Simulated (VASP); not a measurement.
# GaSi16 (a cell with a defect) in VASP: single point with PBE+D3(BJ)

Aim: the single point of GaSi16 (a cell with a defect) with PBE+D3(BJ).

All numbers are computed with VASP 6.6.1; they aren't measurements. Logs are shortened: lines on timing, memory, paths and dates and some standing lists are left out, and cuts for length are marked.

**1. The cell of the first run**

The cell holds a defect, 17 atoms: a = 7.679 Å, b = 7.679 Å, c = 7.679 Å, α = 60.00°, β = 60.00°, γ = 60.00°.

**2. Single point, PBE+D3(BJ), collinear spin, zero start**

INCAR reads:

```
PREC = Accurate
ENCUT = 520
EDIFF = 1E-7
ISMEAR = 0
SIGMA = 0.02
LREAL = Auto
LASPH = True
NELM = 150
ALGO = Normal
ISIF = 2
LWAVE = False
LCHARG = False
ISPIN = 2
MAGMOM = 0 0 0 0 0 0 0 0 0 0 0 0 0 0 0 0 0
LORBIT = 11
GGA = PE
IVDW = 12
NBANDS = 56
```

KPOINTS reads:

```
regular mesh
0
Gamma
  2 2 2
```

POSCAR reads:

```
GaSi16
1.0
    0.0000000000      5.4300000000      5.4300000000
    5.4300000000      0.0000000000      5.4300000000
    5.4300000000      5.4300000000      0.0000000000
Si Ga
16 1
Direct
    0.0128430939      0.0120580110     -0.0377176796
    0.1194530387      0.1187368324      0.1191537753
    0.0007173112      0.0000313076      0.4917734807
    0.1365336096      0.1358030387      0.5911551565
   -0.0301202578      0.5102081031      0.0091419890
    0.1194934622      0.6419190608      0.1191164825
    0.0007735727      0.5067958564      0.4916809392
    0.1145186004      0.6267659300      0.6312128913
    0.5109220994     -0.0309865562      0.0091653775
    0.6426831492      0.1187347145      0.1191533149
    0.5075034991      0.0000309392      0.4917725599
    0.6275026703      0.1137098527      0.6313091160
    0.5107959484      0.5102108656      0.0091408840
    0.6096914365      0.6088288214      0.1718144567
    0.4871480663      0.4863488029      0.5393779006
    0.6275267956      0.6267660221      0.6312115101
    0.3506521179      0.3497335175      0.9489918969
```

Potentials or basis: VASP PAW PBE potentials, release 64 (Si, Ga_d).

On the command line:

```
$ cat potpaw_PBE.64/Si/POTCAR potpaw_PBE.64/Ga_d/POTCAR > POTCAR
$ mpirun -np 1 vasp_std > vasp.out
```

OUTCAR:

```text
PREC = Accurate
   ENCUT = 520
   EDIFF = 1E-7
   ISMEAR = 0
   LREAL = Auto
   LASPH = True
   NELM = 150
   ISIF = 2
   ISPIN = 2
   LORBIT = 11
   GGA = PE
   IVDW = 12
 IVDW          = 12

 ion  position               nearest neighbor table
   1  0.013  0.012  0.962-   4 2.33   6 2.33  10 2.33   2 2.33
   2  0.119  0.119  0.119-   1 2.33   3 2.34   5 2.46   9 2.46  17 2.55
   3  0.001  0.000  0.492-   4 2.33   2 2.34  12 2.34   8 2.34
   4  0.137  0.136  0.591-   1 2.33   3 2.33  11 2.33   7 2.33
   5  0.970  0.510  0.009-  14 2.28   8 2.37  17 2.43   6 2.46   2 2.46
   6  0.119  0.642  0.119-   1 2.33   7 2.34   5 2.46  13 2.46  17 2.55
   7  0.001  0.507  0.492-   4 2.33   6 2.34  16 2.34   8 2.34
   8  0.115  0.627  0.631-   7 2.34   3 2.34  15 2.35   5 2.37  17 3.02
   9  0.511  0.969  0.009-  14 2.28  12 2.37  17 2.43   2 2.46  10 2.46
  10  0.643  0.119  0.119-   1 2.33  11 2.34  13 2.46   9 2.46  17 2.55
  11  0.508  0.000  0.492-   4 2.33  10 2.34  12 2.34  16 2.34
  12  0.628  0.114  0.631-   3 2.34  11 2.34  15 2.35   9 2.37  17 3.02
  13  0.511  0.510  0.009-  14 2.28  16 2.37  17 2.43   6 2.46  10 2.46
  14  0.610  0.609  0.172-   9 2.28  13 2.28   5 2.28  15 2.30
  15  0.487  0.486  0.539-  14 2.30   8 2.35  16 2.35  12 2.35  17 2.57
  16  0.628  0.627  0.631-   7 2.34  11 2.34  15 2.35  13 2.37  17 3.02
  17  0.351  0.350  0.949-   9 2.43  13 2.43   5 2.43  10 2.55   2 2.55   6 2.55  15 2.57  12 3.02
                            16 3.02   8 3.02

  LATTYP: Found a face centered cubic cell.
 ALAT       =    10.8600000000

  Lattice vectors:

 A1 = (   0.0000000000,   5.4300000000,   5.4300000000)
 A2 = (   5.4300000000,   0.0000000000,   5.4300000000)
 A3 = (   5.4300000000,   5.4300000000,   0.0000000000)

Analysis of symmetry for initial positions (statically):
=====================================================================
 Subroutine PRICEL returns:
 Original cell was already a primitive cell.

 Routine SETGRP: Setting up the symmetry group for a
 face centered cubic supercell.

 Subroutine GETGRP returns: Found  2 space group operations
 (whereof  1 operations were pure point group operations)
 out of a pool of 48 trial point group operations.

The static configuration has the point symmetry C_1 .
 The point group associated with its full space group is C_1h.

Analysis of symmetry for dynamics (positions and initial velocities):
=====================================================================
 Subroutine PRICEL returns:
 Original cell was already a primitive cell.

 Routine SETGRP: Setting up the symmetry group for a
 face centered cubic supercell.

 Subroutine GETGRP returns: Found  2 space group operations
 (whereof  1 operations were pure point group operations)
 out of a pool of 48 trial point group operations.

The dynamic configuration has the point symmetry C_1 .
 The point group associated with its full space group is C_1h.

Analysis of structural, dynamic, and magnetic symmetry:
=====================================================================
 Subroutine PRICEL returns:
 Original cell was already a primitive cell.

 Routine SETGRP: Setting up the symmetry group for a
 face centered cubic supercell.

 Subroutine GETGRP returns: Found  2 space group operations
 (whereof  1 operations were pure point group operations)
 out of a pool of 48 trial point group operations.

The overall configuration has the point symmetry C_1 .
 The point group associated with its full space group is C_1h.

 Subroutine INISYM returns: Found  2 space group operations
 (whereof  1 operations are pure point group operations),
 and found     1 'primitive' translations

----------------------------------------------------------------------------------------

                                     Primitive cell

  volume of cell :     320.2060

  direct lattice vectors                    reciprocal lattice vectors
     0.000000000  5.430000000  5.430000000    -0.092081031  0.092081031  0.092081031
     5.430000000  0.000000000  5.430000000     0.092081031 -0.092081031  0.092081031
     5.430000000  5.430000000  0.000000000     0.092081031  0.092081031 -0.092081031

  length of vectors
     7.679179644  7.679179644  7.679179644     0.159489025  0.159489025  0.159489025

  position of ions in fractional coordinates (direct lattice)
     0.012843094  0.012058011  0.962282320
     0.119453039  0.118736832  0.119153775
     0.000717311  0.000031308  0.491773481
     0.136533610  0.135803039  0.591155157
     0.969879742  0.510208103  0.009141989
     0.119493462  0.641919061  0.119116482
[... 9 lines left out ...]
     0.627526796  0.626766022  0.631211510
     0.350652118  0.349733517  0.948991897

  ion indices of the primitive-cell ions
   primitive index   ion index
                 1           1
                 2           2
                 3           3
                 4           4
                 5           5
                 6           6
[... 9 lines left out ...]
                16          16
                17          17

----------------------------------------------------------------------------------------

 KPOINTS: regular mesh

Automatic generation of k-mesh.
 Grid dimensions read from file:
 generate k-points for:    2    2    2

 Generating k-lattice:

  Cartesian coordinates                     Fractional coordinates (reciprocal lattice)
    -0.046040516  0.046040516  0.046040516     0.500000000  0.000000000  0.000000000
     0.046040516 -0.046040516  0.046040516     0.000000000  0.500000000  0.000000000
     0.046040516  0.046040516 -0.046040516     0.000000000  0.000000000  0.500000000

  Length of vectors
     0.079744512  0.079744512  0.079744512

  Shift w.r.t. Gamma in fractional coordinates (k-lattice)
     0.000000000  0.000000000  0.000000000

 Subroutine IBZKPT returns following result:
 ===========================================

 Found      6 irreducible k-points:

 Following reciprocal coordinates:
            Coordinates               Weight
  0.000000  0.000000  0.000000      1.000000
  0.500000  0.000000  0.000000      2.000000
  0.000000  0.500000  0.000000      1.000000
  0.000000  0.000000  0.500000      1.000000
  0.500000  0.500000  0.000000      2.000000
  0.000000  0.500000  0.500000      1.000000
   k-points           NKPTS =      6   k-points in BZ     NKDIM =      6   number of bands    NBANDS=     56
   number of dos      NEDOS =    301   number of ions     NIONS =     17
   total plane-waves  NPLWV = 216000
   dimension x,y,z NGX =    60 NGY =   60 NGZ =   60
   dimension x,y,z NGXF=   120 NGYF=  120 NGZF=  120
   ions per type =              16   1
   NGX,Y,Z   is equivalent  to a cutoff of  12.99, 12.99, 12.99 a.u.
   NGXF,Y,Z  is equivalent  to a cutoff of  25.98, 25.98, 25.98 a.u.
 SYSTEM =  unknown system
   PREC   = accura    normal or accurate (medium, high low for compatibility)
   ISTART =      0    job   : 0-new  1-cont  2-samecut
   ICHARG =      2    charge: 1-file 2-atom 10-const
   ISPIN  =      2    spin polarized calculation?
   LNONCOLLINEAR =      F non collinear calculations
   LSORBIT =      F    spin-orbit coupling
   LASPH  =      T    aspherical Exc in radial PAW
   ENCUT  =  520.0 eV  38.22 Ry    6.18 a.u.  14.28 14.28 14.28*2*pi/ulx,y,z
   NELM   =    150;   NELMIN=  2; NELMDL= -5     # of ELM steps
   EDIFF  = 0.1E-06   stopping-criterion for ELM
   LREAL  =      T    real-space projection
   EDIFFG = 0.1E-05   stopping-criterion for IOM
   NSW    =      0    number of steps for IOM
   IBRION =     -1    ionic relax: 0-MD 1-quasi-New 2-CG
   NFREE  =      0    steps in history (QN), initial steepest desc. (CG)
   ISIF   =      2    stress and relaxation
   ISYM   =      2    0-nonsym 1-usesym 2-fastsym
   POTIM  = 0.5000    time-step for ionic-motion
   TEBEG  =    0.0;   TEEND  =   0.0 temperature during run
   PSTRESS=    0.0 pullay stress
   NELECT =      77.0000    total number of electrons
   NUPDOWN=      -1.0000    fix difference up-down
   EMIN   =  10.00;   EMAX   =-10.00  energy-range for DOS
   EFERMI =   0.00;   METHOD = LEGACY
   ISMEAR =     0;   SIGMA  =   0.02  broadening in eV -4-tet -1-fermi 0-gaus
   EFERMI_NEDOS =   21; number of points for ismear=-14 and -15
   IALGO  =     38    algorithm
   IMIX   =      4    mixing-type and parameters
     AMIX     =   0.40;   BMIX     =  1.00
     AMIX_MAG =   1.60;   BMIX_MAG =  1.00
  volume/ion in A,a.u.               =      18.84       127.11
  Fermi-wavevector in a.u.,A,eV,Ry     =   1.018033  1.923804 14.100962  1.036391
  Thomas-Fermi vector in A             =   2.151468
   LORBIT       =     11    0 simple, 1 ext, 2 COOP (PROOUT), +10 PAW based schemes
   GGA     = PE    functional components
   LHFCALC =     F    Hartree Fock is set to
   AEXX    =    0.0000 exact exchange contribution
   IVDW    =    12    specifies the selected vdW correction
   LEPSILON=     F    determine dielectric tensor
   LRPA    =     F    only Hartree local field effects (RPA)
 spin polarized calculation
 Gauss-broadening in eV      SIGMA  =   0.02
  energy-cutoff  :      520.00
  volume of cell :      320.21
 maximum number of plane-waves:      8646
 NGX is ok and might be reduce to    60
   NGX = 29   NGY = 29   NGZ = 29

 number of electron      76.9999990 magnetization       0.0130106

 number of electron      76.9999990 magnetization      -0.0036421

 Free energy of the ion-electron system (eV)
  ---------------------------------------------------
  ext. energy  EPLUGINS =         0.00000000
  ---------------------------------------------------
  free energy    TOTEN  =       -85.47503534 eV

  energy without entropy =      -85.47221567  energy(sigma->0) =      -85.47362551

 E-fermi :   6.9167     XC(G=0):  -9.7415

 val. band max:        6.9161198868   @ k =   0.0000   0.0000   0.0000
 cond. band min:       6.9168464424   @ k =   0.0000   0.0000   0.0000
 fundamental gap:      0.0007265557
 Fermi energy:         6.9167088829

 spin component 1

 k-point     1 :       0.0000    0.0000    0.0000
  band No.  band energies     occupation
      1      -8.6955      1.00000
      2      -8.6954      1.00000
      3      -8.6674      1.00000
      4      -8.6284      1.00000
      5      -8.6283      1.00000
      6      -6.1174      1.00000
[... 307 lines left out ...]
     49      10.3654      0.00000
     50      10.3762      0.00000
 Fermi energy:         6.9167088829

 spin component 2

 k-point     1 :       0.0000    0.0000    0.0000
  band No.  band energies     occupation
      1      -8.6955      1.00000
      2      -8.6955      1.00000
      3      -8.6674      1.00000
      4      -8.6284      1.00000
      5      -8.6283      1.00000
      6      -6.1176      1.00000
[... 307 lines left out ...]
     49      10.3651      0.00000
     50      10.3757      0.00000
 [bands above 50 left out]

------------------------ aborting loop because EDIFF is reached ----------------------------------------

 Edisp (eV)   -5.62331

 E8    (eV) :    -2.3453

  FORCE on cell =-STRESS in cart. coord.  units (eV):
  Direction    XX          YY          ZZ          XY          YZ          ZX
  --------------------------------------------------------------------------------------
  -------------------------------------------------------------------------------------
  Total       5.86588     5.82615     5.82615    -0.64492     0.67349     0.64492
  in kB      29.35040    29.15164    29.15164    -3.22689     3.36988     3.22689
  external pressure =       29.22 kB  Pullay stress =        0.00 kB

 VOLUME and BASIS-vectors are now :
 -----------------------------------------------------------------------------
  energy-cutoff  :      520.00
  volume of cell :      320.21
      direct lattice vectors                 reciprocal lattice vectors
     0.000000000  5.430000000  5.430000000    -0.092081031  0.092081031  0.092081031
     5.430000000  0.000000000  5.430000000     0.092081031 -0.092081031  0.092081031
     5.430000000  5.430000000  0.000000000     0.092081031  0.092081031 -0.092081031

 POSITION                                       TOTAL-FORCE (eV/Angst)
 -----------------------------------------------------------------------------------
      5.29067      5.29493      0.13521         0.064501      0.065046     -0.065046
      1.29175      1.29564      1.29337         0.055305      0.057082      0.033026
      2.67050      2.67423      0.00407         0.033895      0.032768     -0.028717
      3.94738      3.95135      1.47879         0.071908      0.072509     -0.072509
      2.82007      5.31609      8.03688         0.032204      0.020319     -0.032528
      4.13242      1.29565      4.13447        -0.032524      0.056428     -0.056428
[... 9 lines left out ...]
      6.83082      6.83495      6.81081        -0.008339     -0.008521      0.018182
      7.05208      7.05707      3.80309        -0.297598     -0.298085      0.298085
 -----------------------------------------------------------------------------------
    total drift:                               -0.004087      0.012785      0.009109

  FREE ENERGIE OF THE ION-ELECTRON SYSTEM (eV)
  ---------------------------------------------------
  free  energy   TOTEN  =       -91.0983499171 eV

  energy  without entropy=      -91.0955302407  energy(sigma->0) =      -91.09694008

 total charge

# of ion       s       p       d       tot
------------------------------------------
    1        0.748   0.951   0.000   1.700
    2        0.751   0.919   0.000   1.670
    3        0.743   0.956   0.000   1.699
    4        0.739   0.965   0.000   1.703
    5        0.763   0.921   0.000   1.684
    6        0.751   0.919   0.000   1.670
[... 9 lines left out ...]
   16        0.746   0.939   0.000   1.685
   17        1.065   0.760  10.049  11.874
--------------------------------------------------
tot         13.065  15.819  10.049  38.933

 magnetization (x)

# of ion       s       p       d       tot
------------------------------------------
    1        0.000  -0.000   0.000  -0.000
    2       -0.000   0.000   0.000  -0.000
    3       -0.000  -0.000   0.000  -0.000
    4        0.000   0.000   0.000   0.000
    5       -0.000  -0.000   0.000  -0.000
    6       -0.000  -0.000   0.000  -0.000
[... 9 lines left out ...]
   16       -0.000  -0.000   0.000  -0.000
   17        0.000  -0.000  -0.000   0.000
--------------------------------------------------
tot         -0.001  -0.000  -0.000  -0.001
```

Run time: 15 min. Hardware: 1 thread of Intel Xeon 8259CL, shared host; peak memory 0.71 GiB.

What came out:

* Free energy: -91.0983 eV
* Pressure: 2.9 GPa
* Largest force: 0.516 eV/Å
* Net moment: 0.00 μB per cell
* Valence electrons inside the program's atomic spheres: Si 1.70, 1.67, 1.68, 1.69, 1.74 (each value once); Ga 11.87
* Dispersion energy per atom: -0.331 eV

Forces in eV/Å, atoms in the order of the input:
```
Si   0.065  0.065 -0.065
Si   0.055  0.057  0.033
Si   0.034  0.033 -0.029
Si   0.072  0.073 -0.073
Si   0.032  0.020 -0.033
Si  -0.033  0.056 -0.056
Si   0.028  0.033 -0.033
Si  -0.008 -0.018  0.009
Si   0.022  0.032 -0.032
Si   0.055 -0.033 -0.057
Si   0.034  0.029 -0.033
Si  -0.017 -0.007  0.007
Si   0.032  0.033 -0.020
Si  -0.009 -0.009  0.009
Si  -0.057 -0.056  0.056
Si  -0.008 -0.009  0.018
Ga  -0.298 -0.298  0.298
```

Levels at points of the mesh, in eV from the Fermi level:
Spin up:
| k point | band 34 | band 35 | band 36 | band 37 | band 38 | band 39 | band 40 | band 41 | band 42 | band 43 |
| --- | --- | --- | --- | --- | --- | --- | --- | --- | --- | --- |
| (0.00, 0.00, 0.00) | -1.84 | -1.68 | -0.83 | -0.71 | -0.70 | -0.47 | -0.17 | -0.17 | 0.00 | 0.00 |
| (0.50, 0.00, 0.00) | -1.67 | -1.52 | -1.51 | -1.51 | -0.88 | 0.17 | 0.32 | 0.72 | 0.73 | 0.81 |
| (0.00, 0.50, 0.00) | -1.67 | -1.52 | -1.51 | -1.51 | -0.88 | 0.17 | 0.33 | 0.72 | 0.72 | 0.81 |
| (0.00, 0.00, 0.50) | -1.48 | -1.48 | -1.43 | -1.42 | -1.19 | 0.05 | 0.42 | 0.42 | 1.00 | 1.00 |
| (0.50, 0.50, 0.00) | -2.16 | -2.16 | -2.01 | -1.93 | -0.60 | 0.17 | 0.90 | 1.22 | 1.34 | 1.48 |
| (0.00, 0.50, 0.50) | -2.16 | -2.16 | -2.01 | -1.93 | -0.60 | 0.17 | 0.90 | 1.22 | 1.35 | 1.48 |
Spin down:
```tsv
k point	band 35	band 36	band 37	band 38	band 39	band 40	band 41	band 42
(0.00, 0.00, 0.00)	-1.68	-0.83	-0.71	-0.71	-0.47	-0.17	-0.17	0.00
(0.50, 0.00, 0.00)	-1.52	-1.51	-1.51	-0.88	0.17	0.32	0.72	0.72
(0.00, 0.50, 0.00)	-1.52	-1.51	-1.51	-0.89	0.17	0.33	0.72	0.72
(0.00, 0.00, 0.50)	-1.48	-1.43	-1.42	-1.19	0.05	0.41	0.42	1.00
(0.50, 0.50, 0.00)	-2.16	-2.01	-1.93	-0.60	0.17	0.90	1.22	1.34
(0.00, 0.50, 0.50)	-2.16	-2.01	-1.93	-0.60	0.17	0.90	1.22	1.35
```

Caveat: the k points lie up to 0.50 Å⁻¹ apart; no moment was typed at the start, so none could form.
